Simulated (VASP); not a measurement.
# Ir (Fm-3m) in VASP: single point with PBEsol

Aim: the single point of Ir with PBEsol.

Program: VASP 6.6.1. These are calculated values, not measurements. Logs are shortened: lines on timing, memory, paths and dates and some standing lists are left out, and cuts for length are marked.

## (1) The cell of the first run

The structure is cubic, space group Fm-3m (No. 225). Conventional cell: a = 3.831 Å, b = 3.831 Å, c = 3.831 Å, α = 90.00°, β = 90.00°, γ = 90.00°. Ir (site symmetry m-3m) has 12 Ir at 2.71 Å within 3.6 Å.

## (2) Single point, PBEsol

INCAR

```
ALGO     = Normal         # electronic algorithm
EDIFF    = 1E-6           # SCF threshold, eV
ENCUT    = 500            # plane-wave cutoff, eV
GGA      = PS             # functional
GGA_COMPAT= F            
ISIF     = 2              # what is computed and relaxed
ISMEAR   = -1             # smearing method
LASPH    = T              # aspherical terms in the spheres
LCHARG   = F              # write CHGCAR
LREAL    = F              # projectors in reciprocal space
LWAVE    = F              # write WAVECAR
NBANDS   = 10             # bands
NELM     = 120            # most SCF steps
PREC     = Accurate       # precision mode
SIGMA    = 0.3            # smearing width, eV
```

KPOINTS

```
k-points
0
Gamma
  9 9 9
```

POSCAR

```
Ir
1.0
    0.0000000000      1.9156000000      1.9156000000
    1.9156000000      0.0000000000      1.9156000000
    1.9156000000      1.9156000000      0.0000000000
Ir
1
Direct
    0.0000000000      0.0000000000      0.0000000000
```

Potentials or basis: VASP PAW PBE potentials, release 64 (Ir).

Command:

```bash
> cat potpaw_PBE.64/Ir/POTCAR > POTCAR
> mpirun -np 1 vasp_std > vasp.out
```

OUTCAR:

```text
EDIFF = 1E-6
   ENCUT = 500
   GGA = PS
   ISIF = 2
   ISMEAR = -1
   LASPH = T
   LREAL = F
   NELM = 120
   PREC = Accurate

 ion  position               nearest neighbor table
   1  0.000  0.000  0.000-

  LATTYP: Found a face centered cubic cell.
 ALAT       =     3.8312000000

  Lattice vectors:

 A1 = (   0.0000000000,   1.9156000000,   1.9156000000)
 A2 = (   1.9156000000,   0.0000000000,   1.9156000000)
 A3 = (   1.9156000000,   1.9156000000,   0.0000000000)

Analysis of symmetry for initial positions (statically):
=====================================================================
 Subroutine PRICEL returns:
 Original cell was already a primitive cell.

 Routine SETGRP: Setting up the symmetry group for a
 face centered cubic supercell.

 Subroutine GETGRP returns: Found 48 space group operations
 (whereof 48 operations were pure point group operations)
 out of a pool of 48 trial point group operations.

The static configuration has the point symmetry O_h .

Analysis of symmetry for dynamics (positions and initial velocities):
=====================================================================
 Subroutine PRICEL returns:
 Original cell was already a primitive cell.

 Routine SETGRP: Setting up the symmetry group for a
 face centered cubic supercell.

 Subroutine GETGRP returns: Found 48 space group operations
 (whereof 48 operations were pure point group operations)
 out of a pool of 48 trial point group operations.

The dynamic configuration has the point symmetry O_h .

 Subroutine INISYM returns: Found 48 space group operations
 (whereof 48 operations are pure point group operations),
 and found     1 'primitive' translations

----------------------------------------------------------------------------------------

                                     Primitive cell

  volume of cell :      14.0587

  direct lattice vectors                    reciprocal lattice vectors
     0.000000000  1.915600000  1.915600000    -0.261014826  0.261014826  0.261014826
     1.915600000  0.000000000  1.915600000     0.261014826 -0.261014826  0.261014826
     1.915600000  1.915600000  0.000000000     0.261014826  0.261014826 -0.261014826

  length of vectors
     2.709067500  2.709067500  2.709067500     0.452090940  0.452090940  0.452090940

  position of ions in fractional coordinates (direct lattice)
     0.000000000  0.000000000  0.000000000

  ion indices of the primitive-cell ions
   primitive index   ion index
                 1           1

----------------------------------------------------------------------------------------

 KPOINTS: k-points

Automatic generation of k-mesh.
 Grid dimensions read from file:
 generate k-points for:    9    9    9

 Generating k-lattice:

  Cartesian coordinates                     Fractional coordinates (reciprocal lattice)
    -0.029001647  0.029001647  0.029001647     0.111111111  0.000000000  0.000000000
     0.029001647 -0.029001647  0.029001647     0.000000000  0.111111111  0.000000000
     0.029001647  0.029001647 -0.029001647     0.000000000  0.000000000  0.111111111

  Length of vectors
     0.050232327  0.050232327  0.050232327

  Shift w.r.t. Gamma in fractional coordinates (k-lattice)
     0.000000000  0.000000000  0.000000000

 Subroutine IBZKPT returns following result:
 ===========================================

 Found     35 irreducible k-points:

 Following reciprocal coordinates:
            Coordinates               Weight
  0.000000  0.000000  0.000000      1.000000
  0.111111  0.000000  0.000000      8.000000
  0.222222  0.000000  0.000000      8.000000
  0.333333  0.000000  0.000000      8.000000
  0.444444  0.000000  0.000000      8.000000
  0.111111  0.111111  0.000000      6.000000
[... 16 lines left out ...]
 -0.333333  0.333333  0.000000     12.000000
  0.444444  0.444444  0.000000      6.000000
 [... further k-points ...]
   k-points           NKPTS =     35   k-points in BZ     NKDIM =     35   number of bands    NBANDS=     10
   number of dos      NEDOS =    301   number of ions     NIONS =      1
   total plane-waves  NPLWV =   8000
   dimension x,y,z NGX =    20 NGY =   20 NGZ =   20
   dimension x,y,z NGXF=    40 NGYF=   40 NGZF=   40
   ions per type =               1
   NGX,Y,Z   is equivalent  to a cutoff of  12.27, 12.27, 12.27 a.u.
   NGXF,Y,Z  is equivalent  to a cutoff of  24.55, 24.55, 24.55 a.u.
 SYSTEM =  unknown system
   PREC   = accura    normal or accurate (medium, high low for compatibility)
   ISTART =      0    job   : 0-new  1-cont  2-samecut
   ICHARG =      2    charge: 1-file 2-atom 10-const
   ISPIN  =      1    spin polarized calculation?
   LNONCOLLINEAR =      F non collinear calculations
   LSORBIT =      F    spin-orbit coupling
   LASPH  =      T    aspherical Exc in radial PAW
   ENCUT  =  500.0 eV  36.75 Ry    6.06 a.u.   4.94  4.94  4.94*2*pi/ulx,y,z
   NELM   =    120;   NELMIN=  2; NELMDL= -5     # of ELM steps
   EDIFF  = 0.1E-05   stopping-criterion for ELM
   LREAL  =      F    real-space projection
   EDIFFG = 0.1E-04   stopping-criterion for IOM
   NSW    =      0    number of steps for IOM
   IBRION =     -1    ionic relax: 0-MD 1-quasi-New 2-CG
   NFREE  =      0    steps in history (QN), initial steepest desc. (CG)
   ISIF   =      2    stress and relaxation
   ISYM   =      2    0-nonsym 1-usesym 2-fastsym
   POTIM  = 0.5000    time-step for ionic-motion
   TEBEG  =    0.0;   TEEND  =   0.0 temperature during run
   PSTRESS=    0.0 pullay stress
   NELECT =       9.0000    total number of electrons
   NUPDOWN=      -1.0000    fix difference up-down
   EMIN   =  10.00;   EMAX   =-10.00  energy-range for DOS
   EFERMI =   0.00;   METHOD = LEGACY
   ISMEAR =    -1;   SIGMA  =   0.30  broadening in eV -4-tet -1-fermi 0-gaus
   EFERMI_NEDOS =   21; number of points for ismear=-14 and -15
   IALGO  =     38    algorithm
   IMIX   =      4    mixing-type and parameters
     AMIX     =   0.40;   BMIX     =  1.00
     AMIX_MAG =   1.60;   BMIX_MAG =  1.00
  volume/ion in A,a.u.               =      14.06        94.87
  Fermi-wavevector in a.u.,A,eV,Ry     =   1.410937  2.666284 27.085691  1.990742
  Thomas-Fermi vector in A             =   2.532839
   LORBIT       =      0    0 simple, 1 ext, 2 COOP (PROOUT), +10 PAW based schemes
   GGA     = PS    functional components
   LHFCALC =     F    Hartree Fock is set to
   AEXX    =    0.0000 exact exchange contribution
   IVDW    =     0    specifies the selected vdW correction
   LEPSILON=     F    determine dielectric tensor
   LRPA    =     F    only Hartree local field effects (RPA)
 non-spin polarized calculation
  energy-cutoff  :      500.00
  volume of cell :       14.06
 maximum number of plane-waves:       365
   NGX =  9   NGY =  9   NGZ =  9

 number of electron       9.0000000 magnetization

 Free energy of the ion-electron system (eV)
  ---------------------------------------------------
  ext. energy  EPLUGINS =         0.00000000
  ---------------------------------------------------
  free energy    TOTEN  =        -9.96610230 eV

  energy without entropy =       -9.68436982  energy(sigma->0) =       -9.82523606

 E-fermi :  10.2670     XC(G=0): -14.1373

 val. band max:       10.1431499920   @ k =   0.3333   0.0000   0.0000
 cond. band min:      10.3293173704   @ k =  -0.4444   0.4444   0.1111
 fundamental gap:      0.1861673784
 Fermi energy:        10.2670284645

 k-point     1 :       0.0000    0.0000    0.0000
  band No.  band energies     occupation
      1      -0.9030      2.00000
      2       6.4280      1.99999
      3       6.4280      1.99999
      4       6.4280      1.99999
      5       9.1653      1.95043
      6       9.1653      1.95043
      7      24.6661      0.00000
      8      30.2672      0.00000
      9      30.2672      0.00000
     10      30.2672      0.00000

 k-point     2 :       0.1111    0.0000    0.0000
  band No.  band energies     occupation
      1      -0.3627      2.00000
      2       6.1593      2.00000
      3       6.6481      1.99999
      4       6.6481      1.99999
      5       9.0378      1.96731
      6       9.0378      1.96731
      7      25.5716      0.00000
      8      28.0486      0.00000
      9      31.1624      0.00000
     10      31.1624      0.00000

 k-point     3 :       0.2222    0.0000    0.0000
  band No.  band energies     occupation
      1       0.9769      2.00000
      2       5.8417      2.00000
      3       6.9019      1.99997
      4       6.9019      1.99997
      5       9.1656      1.95039
      6       9.1656      1.95039
      7      24.8953      0.00000
      8      27.1742      0.00000
      9      33.4905      0.00000
     10      33.4905      0.00000

 k-point     4 :       0.3333    0.0000    0.0000
  band No.  band energies     occupation
      1       2.0100      2.00000
      2       6.6513      1.99999
      3       6.6513      1.99999
      4       6.7874      1.99998
      5      10.1431      1.20358
      6      10.1431      1.20358
      7      21.6453      0.00000
      8      25.8691      0.00000
      9      33.0082      0.00000
     10      33.0082      0.00000
[... 222 lines left out ...]
 k-point    22 :      -0.4444    0.3333    0.0000
  band No.  band energies     occupation
      1       3.2131      2.00000
      2       4.1156      2.00000
      3       7.5499      1.99977
      4       9.4247      1.88618
      5      11.3263      0.05688
      6      16.2566      0.00000
      7      17.6739      0.00000
      8      23.1719      0.00000
      9      25.4457      0.00000
     10      31.4881      0.00000

 k-point    23 :      -0.3333    0.3333    0.0000
  band No.  band energies     occupation
      1       3.8237      2.00000
      2       4.9672      2.00000
      3       6.4346      1.99999
      4       8.7423      1.98767
      5      10.3838      0.80786
      6      15.3858      0.00000
      7      20.3280      0.00000
      8      21.3439      0.00000
      9      28.2315      0.00000
     10      30.0344      0.00000

 k-point    24 :       0.4444    0.4444    0.0000
  band No.  band energies     occupation
      1       2.4199      2.00000
      2       3.0110      2.00000
      3      11.1861      0.08928
      4      11.2422      0.07461
      5      11.5645      0.02612
      6      11.5645      0.02612
      7      21.9228      0.00000
      8      22.5373      0.00000
      9      22.5373      0.00000
     10      31.3777      0.00000

 [... further k-points ...]

------------------------ aborting loop because EDIFF is reached ----------------------------------------

  FORCE on cell =-STRESS in cart. coord.  units (eV):
  Direction    XX          YY          ZZ          XY          YZ          ZX
  --------------------------------------------------------------------------------------
  -------------------------------------------------------------------------------------
  Total        0.2918237      0.2918237      0.2918237      0.0000000     -0.0000000      0.0000000
  in kB       33.2572756     33.2572756     33.2572756      0.0000000     -0.0000000      0.0000000
  external PRESSURE =      33.2572756 kB  Pullay stress =       0.0000000 kB

 VOLUME and BASIS-vectors are now :
 -----------------------------------------------------------------------------
  energy-cutoff  :      500.00
  volume of cell :       14.06
      direct lattice vectors                 reciprocal lattice vectors
     0.000000000  1.915600000  1.915600000    -0.261014826  0.261014826  0.261014826
     1.915600000  0.000000000  1.915600000     0.261014826 -0.261014826  0.261014826
     1.915600000  1.915600000  0.000000000     0.261014826  0.261014826 -0.261014826

 POSITION                                       TOTAL-FORCE (eV/Angst)
 -----------------------------------------------------------------------------------
      0.00000      0.00000      0.00000         0.000000      0.000000      0.000000
 -----------------------------------------------------------------------------------
    total drift:                                0.000000     -0.000000     -0.000000

  FREE ENERGIE OF THE ION-ELECTRON SYSTEM (eV)
  ---------------------------------------------------
  free  energy   TOTEN  =        -9.9661023018 eV

  energy  without entropy=       -9.6843698241  energy(sigma->0) =       -9.82523606
```

Wall time 13 s (1 thread of Intel Xeon 8259CL, shared host); peak memory 0.13 GiB.

Results:

```yaml
Free_energy: -9.9661 eV
Pressure: 3.3 GPa
```

Caveat: the PAW data sets were made with another functional, which shifts forces and pressure a little; spin-orbit coupling is left out, which moves the levels of the heavy elements.
